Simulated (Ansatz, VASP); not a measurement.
**One calculation of Al4B3Sb, two programs**

Contents of INCAR:

```
PREC     = Accurate       # precision mode
ENCUT    = 600            # plane-wave cutoff, eV
EDIFF    = 1E-6           # SCF threshold, eV
ISMEAR   = 0              # smearing method
SIGMA    = 0.1            # smearing width, eV
LREAL    = F              # projectors in reciprocal space
LASPH    = T              # aspherical terms in the spheres
NELM     = 60             # most SCF steps
ALGO     = Normal         # electronic algorithm
ISIF     = 3              # what is computed and relaxed
LWAVE    = F              # write WAVECAR
LCHARG   = F              # write CHGCAR
GGA      = PE             # functional
IBRION   = 2              # ionic algorithm
NSW      = 90             # ionic steps
EDIFFG   = -0.04          # ionic threshold
```

KPOINTS

```
regular mesh
0
Gamma
  6 6 2
```

Contents of POSCAR:

```
Al4B3Sb
1.0
    3.2798464476      0.0000000000      0.0000000000
    0.0000000000      3.0859496260      0.0000000000
   -0.0149984785      0.0000000000     10.9361715413
Al B Sb
4 3 1
Direct
    0.4772660327      0.5000000000      0.4966977037
    0.0080253330      0.5000000000      0.8497333710
    0.5104112632      0.0000000000      0.6976226158
    0.0060016379      0.0000000000      0.0717905883
    0.5017058588      0.5000000000      0.9970290678
    0.0007118267      0.5000000000      0.6469410979
    0.5092366756      0.0000000000      0.9131388588
    0.9866413521      0.0000000000      0.3270457067
```

Input for Ansatz:

```yaml
crystal:
  lattice:
    - [3.2798464476, 0.0, 0.0]
    - [0.0, 3.085949626, 0.0]
    - [-0.0149984785, 0.0, 10.9361715413]
  atoms:
    - { symbol: Al, position: [0.4772660327, 0.5, 0.4966977037] }
    - { symbol: Al, position: [0.008025333, 0.5, 0.849733371] }
    - { symbol: Al, position: [0.5104112632, 0.0, 0.6976226158] }
    - { symbol: Al, position: [0.0060016379, 0.0, 0.0717905883] }
    - { symbol: B, position: [0.5017058588, 0.5, 0.9970290678] }
    - { symbol: B, position: [0.0007118267, 0.5, 0.6469410979] }
    - { symbol: B, position: [0.5092366756, 0.0, 0.9131388588] }
    - { symbol: Sb, position: [0.9866413521, 0.0, 0.3270457067] }
basis:
  ecutwfc: 420
kpoints:
  mp_grid: { grid: [6, 6, 2] }
hamiltonian:
  xc: pbe
scf:
  occupations: { method: gaussian, width: 0.1 }
  lower_state_search: "off"
output:
  forces: true
  stress: true
  eigenvalues: true
relax:
  adjacent_minimum: "off"
  f_tol: 0.04
  max_steps: 70
  cell: { stress_tol: 0.4 }
```

Change from the starting cell: species swapped into the Sn4TeSe3 type (Pm, No. 6).

Alike in both runs: task relaxation of cell and atoms; functional PBE; k mesh 6 × 6 × 2; occupations gaussian, width 0.1 eV; no spin polarisation.

|  | VASP | Ansatz |
| --- | --- | --- |
| version | VASP 6.6.1 | Ansatz 0.2.0 |
| potentials or method | VASP PAW PBE potentials, release 64 (Al, B, Sb), cutoff 600 eV | scalar-relativistic, plane waves, PAW |
| valence electrons in the cell | 26 | 36 |

```csv
,VASP,Ansatz,Ansatz less VASP
"gap on the k mesh at the Fermi level, each at its own relaxed structure (eV)",none,none,-
relaxed volume (Å³/atom),14.10,14.10,-0.001
relaxed cell length with the largest relative difference (Å),3.004,3.002,-0.0016
```

A gap of «none» marks a metal or a gap that the smearing closes. VASP's potentials hold 26 valence electrons a cell and Ansatz's 36, so a difference there can come from the potentials and not from the codes.

Neither program's run includes spin-orbit coupling.
